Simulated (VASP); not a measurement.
# GaSb3 (C2/m) in VASP: notebook

Runs on GaSb3. Level: PBE+D3(BJ). Tasks: single point.

Everything below comes from runs of VASP 6.6.1. Logs are shortened: lines on timing, memory, paths and dates and some standing lists are left out, and cuts for length are marked.

### Step 1. The cell of the first run

The structure is monoclinic, space group C2/m (No. 12). The conventional cell has a = 7.296 Å, b = 7.491 Å, c = 5.229 Å, α = 90.00°, β = 134.25°, γ = 90.00°. Ga (site symmetry 2/m) has 14 Sb at 3.14 to 3.75 Å within 4.1 Å. Sb (site symmetry 2) has 4 Ga at 3.14 to 3.30 Å and 10 Sb at 3.14 to 4.02 Å within 4.1 Å. Within 4.1 Å of Sb (site symmetry 2/m) lie 8 Sb at 3.14 to 3.30 Å and 6 Ga at 3.65 to 3.75 Å.

### Step 2. Single point, PBE+D3(BJ) (atoms displaced along a vibrational mode, the cell strained)

The input, INCAR:

```
PREC     = Accurate       # precision mode
ENCUT    = 520            # plane-wave cutoff, eV
EDIFF    = 1E-6           # SCF threshold, eV
ISMEAR   = 0              # smearing method
SIGMA    = 0.15           # smearing width, eV
LREAL    = False          # projectors in reciprocal space
LASPH    = True           # aspherical terms in the spheres
NELM     = 80             # most SCF steps
ALGO     = Normal         # electronic algorithm
ISIF     = 2              # what is computed and relaxed
LWAVE    = False          # write WAVECAR
LCHARG   = False          # write CHGCAR
GGA      = PE             # functional
IVDW     = 12             # dispersion correction
NBANDS   = 22             # bands
```

The input, KPOINTS:

```
regular mesh
0
Gamma
  10 10 10
```

The input, POSCAR:

```
GaSb3
1.0
    0.0000000000      3.7455328410      3.6481278280
    3.7455328410      0.0000000000      3.6481278280
    3.7455328410      3.7455328410      0.0000000000
Ga Sb
1 3
Direct
    0.0000000000      0.0000000000      0.0000000000
    0.2685026411      0.2314973589      0.2314973589
    0.7314973589      0.7685026411      0.7685026411
    0.5000000000      0.5000000000      0.5000000000
```

Potentials or basis: VASP PAW PBE potentials, release 64 (Ga_d, Sb).

Run with:

```
$ cat potpaw_PBE.64/Ga_d/POTCAR potpaw_PBE.64/Sb/POTCAR > POTCAR
$ mpirun -np 1 vasp_std > vasp.out
```

OUTCAR:

```text
PREC = Accurate
   ENCUT = 520
   EDIFF = 1E-6
   ISMEAR = 0
   LREAL = False
   LASPH = True
   NELM = 80
   ISIF = 2
   GGA = PE
   IVDW = 12
 IVDW          = 12

 ion  position               nearest neighbor table
   1  0.000  0.000  0.000-   3 3.14   2 3.14   3 3.14   2 3.14   3 3.30   2 3.30   2 3.30   3 3.30

   2  0.269  0.231  0.231-   1 3.14   1 3.14   4 3.14   4 3.14   4 3.30   1 3.30   1 3.30   4 3.30
                             3 3.47   3 3.66   3 3.66   3 3.76   3 3.76
   3  0.731  0.769  0.769-   4 3.14   4 3.14   1 3.14   1 3.14   4 3.30   1 3.30   1 3.30   4 3.30
                             2 3.47   2 3.66   2 3.66   2 3.76   2 3.76
   4  0.500  0.500  0.500-   2 3.14   2 3.14   3 3.14   3 3.14   3 3.30   2 3.30   2 3.30   3 3.30

  LATTYP: Found a body centered tetragonal cell.
 ALAT       =     5.2969833421
 C/A-ratio  =     1.3774360206

  Lattice vectors:

 A1 = (   0.0000000000,  -3.7455328410,  -3.6481278280)
 A2 = (   0.0000000000,   3.7455328410,  -3.6481278280)
 A3 = (   3.7455328410,   0.0000000000,   3.6481278280)

Analysis of symmetry for initial positions (statically):
=====================================================================
 Subroutine PRICEL returns:
 Original cell was already a primitive cell.

 Routine SETGRP: Setting up the symmetry group for a
 body centered tetragonal supercell.

 Subroutine GETGRP returns: Found  4 space group operations
 (whereof  4 operations were pure point group operations)
 out of a pool of 16 trial point group operations.

The static configuration has the point symmetry C_2h.

Analysis of symmetry for dynamics (positions and initial velocities):
=====================================================================
 Subroutine PRICEL returns:
 Original cell was already a primitive cell.

 Routine SETGRP: Setting up the symmetry group for a
 body centered tetragonal supercell.

 Subroutine GETGRP returns: Found  4 space group operations
 (whereof  4 operations were pure point group operations)
 out of a pool of 16 trial point group operations.

The dynamic configuration has the point symmetry C_2h.

 Subroutine INISYM returns: Found  4 space group operations
 (whereof  4 operations are pure point group operations),
 and found     1 'primitive' translations

----------------------------------------------------------------------------------------

                                     Primitive cell

  volume of cell :     102.3593

  direct lattice vectors                    reciprocal lattice vectors
     0.000000000  3.745532841  3.648127828    -0.133492355  0.133492355  0.137056601
     3.745532841  0.000000000  3.648127828     0.133492355 -0.133492355  0.137056601
     3.745532841  3.745532841  0.000000000     0.133492355  0.133492355 -0.137056601

  length of vectors
     5.228561266  5.228561266  5.296983342     0.233291512  0.233291512  0.233291512

  position of ions in fractional coordinates (direct lattice)
     0.000000000  0.000000000  0.000000000
     0.268502641  0.231497359  0.231497359
     0.731497359  0.768502641  0.768502641
     0.500000000  0.500000000  0.500000000

  ion indices of the primitive-cell ions
   primitive index   ion index
                 1           1
                 2           2
                 3           3
                 4           4

----------------------------------------------------------------------------------------

 KPOINTS: regular mesh

Automatic generation of k-mesh.
 Grid dimensions read from file:
 generate k-points for:   10   10   10

 Generating k-lattice:

  Cartesian coordinates                     Fractional coordinates (reciprocal lattice)
    -0.013349236  0.013349236  0.013705660     0.100000000  0.000000000  0.000000000
     0.013349236 -0.013349236  0.013705660     0.000000000  0.100000000  0.000000000
     0.013349236  0.013349236 -0.013705660    -0.000000000 -0.000000000  0.100000000

  Length of vectors
     0.023329151  0.023329151  0.023329151

  Shift w.r.t. Gamma in fractional coordinates (k-lattice)
     0.000000000  0.000000000  0.000000000

 Subroutine IBZKPT returns following result:
 ===========================================

 Found    282 irreducible k-points:

 Following reciprocal coordinates:
            Coordinates               Weight
  0.000000  0.000000  0.000000      1.000000
  0.100000 -0.000000  0.000000      4.000000
 -0.000000 -0.000000 -0.100000      4.000000
  0.200000 -0.000000  0.000000      4.000000
 -0.000000 -0.000000 -0.200000      4.000000
  0.300000  0.000000  0.000000      4.000000
[... 16 lines left out ...]
 -0.300000  0.100000  0.000000      4.000000
  0.100000  0.100000  0.400000      4.000000
 [... further k-points ...]
   k-points           NKPTS =    282   k-points in BZ     NKDIM =    282   number of bands    NBANDS=     22
   number of dos      NEDOS =    301   number of ions     NIONS =      4
   total plane-waves  NPLWV =  64000
   dimension x,y,z NGX =    40 NGY =   40 NGZ =   40
   dimension x,y,z NGXF=    80 NGYF=   80 NGZF=   80
   ions per type =               1   3
   NGX,Y,Z   is equivalent  to a cutoff of  12.72, 12.72, 12.55 a.u.
   NGXF,Y,Z  is equivalent  to a cutoff of  25.44, 25.44, 25.11 a.u.
 SYSTEM =  unknown system
   PREC   = accura    normal or accurate (medium, high low for compatibility)
   ISTART =      0    job   : 0-new  1-cont  2-samecut
   ICHARG =      2    charge: 1-file 2-atom 10-const
   ISPIN  =      1    spin polarized calculation?
   LNONCOLLINEAR =      F non collinear calculations
   LSORBIT =      F    spin-orbit coupling
   LASPH  =      T    aspherical Exc in radial PAW
   ENCUT  =  520.0 eV  38.22 Ry    6.18 a.u.   9.72  9.72  9.85*2*pi/ulx,y,z
   NELM   =     80;   NELMIN=  2; NELMDL= -5     # of ELM steps
   EDIFF  = 0.1E-05   stopping-criterion for ELM
   LREAL  =      F    real-space projection
   EDIFFG = 0.1E-04   stopping-criterion for IOM
   NSW    =      0    number of steps for IOM
   IBRION =     -1    ionic relax: 0-MD 1-quasi-New 2-CG
   NFREE  =      0    steps in history (QN), initial steepest desc. (CG)
   ISIF   =      2    stress and relaxation
   ISYM   =      2    0-nonsym 1-usesym 2-fastsym
   POTIM  = 0.5000    time-step for ionic-motion
   TEBEG  =    0.0;   TEEND  =   0.0 temperature during run
   PSTRESS=    0.0 pullay stress
   NELECT =      28.0000    total number of electrons
   NUPDOWN=      -1.0000    fix difference up-down
   EMIN   =  10.00;   EMAX   =-10.00  energy-range for DOS
   EFERMI =   0.00;   METHOD = LEGACY
   ISMEAR =     0;   SIGMA  =   0.15  broadening in eV -4-tet -1-fermi 0-gaus
   EFERMI_NEDOS =   21; number of points for ismear=-14 and -15
   IALGO  =     38    algorithm
   IMIX   =      4    mixing-type and parameters
     AMIX     =   0.40;   BMIX     =  1.00
     AMIX_MAG =   1.60;   BMIX_MAG =  1.00
  volume/ion in A,a.u.               =      25.59       172.69
  Fermi-wavevector in a.u.,A,eV,Ry     =   1.062719  2.008248 15.366033  1.129372
  Thomas-Fermi vector in A             =   2.198179
   LORBIT       =      0    0 simple, 1 ext, 2 COOP (PROOUT), +10 PAW based schemes
   GGA     = PE    functional components
   LHFCALC =     F    Hartree Fock is set to
   AEXX    =    0.0000 exact exchange contribution
   IVDW    =    12    specifies the selected vdW correction
   LEPSILON=     F    determine dielectric tensor
   LRPA    =     F    only Hartree local field effects (RPA)
 non-spin polarized calculation
 Gauss-broadening in eV      SIGMA  =   0.15
  energy-cutoff  :      520.00
  volume of cell :      102.36
 maximum number of plane-waves:      2772
   NGX = 19   NGY = 19   NGZ = 19

 number of electron      28.0000010 magnetization

 Free energy of the ion-electron system (eV)
  ---------------------------------------------------
  ext. energy  EPLUGINS =         0.00000000
  ---------------------------------------------------
  free energy    TOTEN  =       -14.51070025 eV

  energy without entropy =      -14.48793803  energy(sigma->0) =      -14.49931914

 E-fermi :   7.6283     XC(G=0): -10.2472

 val. band max:        7.6277427323   @ k =   0.3000   0.1000   0.5000
 cond. band min:       7.6289833456   @ k =   0.1000  -0.3000  -0.1000
 fundamental gap:      0.0012406133
 Fermi energy:         7.6283192374

 k-point     1 :       0.0000    0.0000    0.0000
  band No.  band energies     occupation
      1      -7.2030      2.00000
      2      -7.2009      2.00000
      3      -7.1897      2.00000
      4      -7.1854      2.00000
      5      -7.1777      2.00000
      6      -4.9488      2.00000
[... 14 lines left out ...]
     21      14.4160      0.00000
     22      14.4735      0.00000

 k-point     2 :       0.1000   -0.0000    0.0000
  band No.  band energies     occupation
      1      -7.2029      2.00000
      2      -7.2006      2.00000
      3      -7.1901      2.00000
      4      -7.1855      2.00000
      5      -7.1775      2.00000
      6      -4.8740      2.00000
[... 14 lines left out ...]
     21      13.8349      0.00000
     22      14.2603      0.00000

 k-point     3 :      -0.0000   -0.0000   -0.1000
  band No.  band energies     occupation
      1      -7.2031      2.00000
      2      -7.2009      2.00000
      3      -7.1895      2.00000
      4      -7.1855      2.00000
      5      -7.1778      2.00000
      6      -4.8688      2.00000
[... 14 lines left out ...]
     21      13.7239      0.00000
     22      14.2898      0.00000

 k-point     4 :       0.2000   -0.0000    0.0000
  band No.  band energies     occupation
      1      -7.2026      2.00000
      2      -7.2001      2.00000
      3      -7.1910      2.00000
      4      -7.1858      2.00000
      5      -7.1772      2.00000
      6      -4.6526      2.00000
[... 14 lines left out ...]
     21      12.4689      0.00000
     22      13.6395      0.00000

 k-point     5 :      -0.0000   -0.0000   -0.2000
  band No.  band energies     occupation
      1      -7.2040      2.00000
      2      -7.2006      2.00000
      3      -7.1890      2.00000
      4      -7.1856      2.00000
      5      -7.1783      2.00000
      6      -4.6297      2.00000
[... 14 lines left out ...]
     21      12.4706      0.00000
     22      13.6822      0.00000

 k-point     6 :       0.3000    0.0000    0.0000
  band No.  band energies     occupation
      1      -7.2025      2.00000
      2      -7.1994      2.00000
      3      -7.1922      2.00000
      4      -7.1860      2.00000
      5      -7.1766      2.00000
      6      -4.2976      2.00000
[... 14 lines left out ...]
     21      12.7850      0.00000
     22      13.4074      0.00000

 k-point     7 :       0.0000    0.0000   -0.3000
  band No.  band energies     occupation
      1      -7.2057      2.00000
      2      -7.1998      2.00000
      3      -7.1886      2.00000
      4      -7.1855      2.00000
      5      -7.1789      2.00000
      6      -4.2345      2.00000
[... 324 lines left out ...]
      6      -3.2052      2.00000
[... 14 lines left out ...]
     21      12.7412      0.00000
     22      15.2590      0.00000

 k-point    21 :      -0.4000    0.1000    0.0000
  band No.  band energies     occupation
      1      -7.2027      2.00000
      2      -7.1990      2.00000
      3      -7.1931      2.00000
      4      -7.1863      2.00000
      5      -7.1764      2.00000
      6      -3.6593      2.00000
[... 14 lines left out ...]
     21      12.7344      0.00000
     22      15.1402      0.00000

 k-point    22 :       0.1000    0.1000    0.5000
  band No.  band energies     occupation
      1      -7.2069      2.00000
      2      -7.1989      2.00000
      3      -7.1889      2.00000
      4      -7.1855      2.00000
      5      -7.1793      2.00000
      6      -3.4468      2.00000
[... 14 lines left out ...]
     21      12.6551      0.00000
     22      15.0939      0.00000

 k-point    23 :      -0.3000    0.1000    0.0000
  band No.  band energies     occupation
      1      -7.2030      2.00000
      2      -7.1994      2.00000
      3      -7.1918      2.00000
      4      -7.1861      2.00000
      5      -7.1771      2.00000
      6      -4.0901      2.00000
[... 14 lines left out ...]
     21      13.0651      0.00000
     22      13.7120      0.00000

 k-point    24 :       0.1000    0.1000    0.4000
  band No.  band energies     occupation
      1      -7.2059      2.00000
      2      -7.1994      2.00000
      3      -7.1889      2.00000
      4      -7.1855      2.00000
      5      -7.1790      2.00000
      6      -4.0216      2.00000
[... 14 lines left out ...]
     21      13.0124      0.00000
     22      13.6650      0.00000

 [... further k-points ...]

------------------------ aborting loop because EDIFF is reached ----------------------------------------

 Edisp (eV)   -1.81786

 E8    (eV) :    -0.8397

  FORCE on cell =-STRESS in cart. coord.  units (eV):
  Direction    XX          YY          ZZ          XY          YZ          ZX
  --------------------------------------------------------------------------------------
  -------------------------------------------------------------------------------------
  Total      -1.57080    -1.70049    -1.35241     0.00000    -0.48966     0.00000
  in kB     -24.58685   -26.61696   -21.16852     0.00000    -7.66446     0.00000
  external pressure =      -24.12 kB  Pullay stress =        0.00 kB

 VOLUME and BASIS-vectors are now :
 -----------------------------------------------------------------------------
  energy-cutoff  :      520.00
  volume of cell :      102.36
      direct lattice vectors                 reciprocal lattice vectors
     0.000000000  3.745532841  3.648127828    -0.133492355  0.133492355  0.137056601
     3.745532841  0.000000000  3.648127828     0.133492355 -0.133492355  0.137056601
     3.745532841  3.745532841  0.000000000     0.133492355  0.133492355 -0.137056601

 POSITION                                       TOTAL-FORCE (eV/Angst)
 -----------------------------------------------------------------------------------
      0.00000      0.00000      0.00000         0.000000      0.000000      0.000000
      1.73416      1.87277      1.82406         0.338800      0.000000      0.000000
      5.75690      5.61830      5.47219        -0.338800      0.000000      0.000000
      3.74553      3.74553      3.64813        -0.000000      0.000000      0.000000
 -----------------------------------------------------------------------------------
    total drift:                               -0.000000     -0.000000     -0.000000

  FREE ENERGIE OF THE ION-ELECTRON SYSTEM (eV)
  ---------------------------------------------------
  free  energy   TOTEN  =       -16.3285565083 eV

  energy  without entropy=      -16.3057942870  energy(sigma->0) =      -16.31717540
```

It took 3.7 min on 1 thread of Intel Xeon 6975P-C (Granite Rapids), shared host; peak memory 0.7 GiB.

Results:

| Property | Result |
| --- | --- |
| Free energy | -16.3286 eV |
| Pressure | -2.4 GPa |
| Largest force | 0.339 eV/Å |
| Band gap on the k mesh | zero (bands 14 and 15 overlap by 3.59 eV) |
| Dispersion energy per atom | -0.454 eV |

Forces on the atoms (eV/Å):
```
Ga   0.000  0.000  0.000
Sb   0.339  0.000  0.000
Sb  -0.339  0.000  0.000
Sb   0.000  0.000  0.000
```

Caveat: the cell differs from its parent crystal (atoms displaced along a vibrational mode, the cell strained); spin-orbit coupling is left out, which moves the levels of the heavy elements.

[end of part 1 of 2]
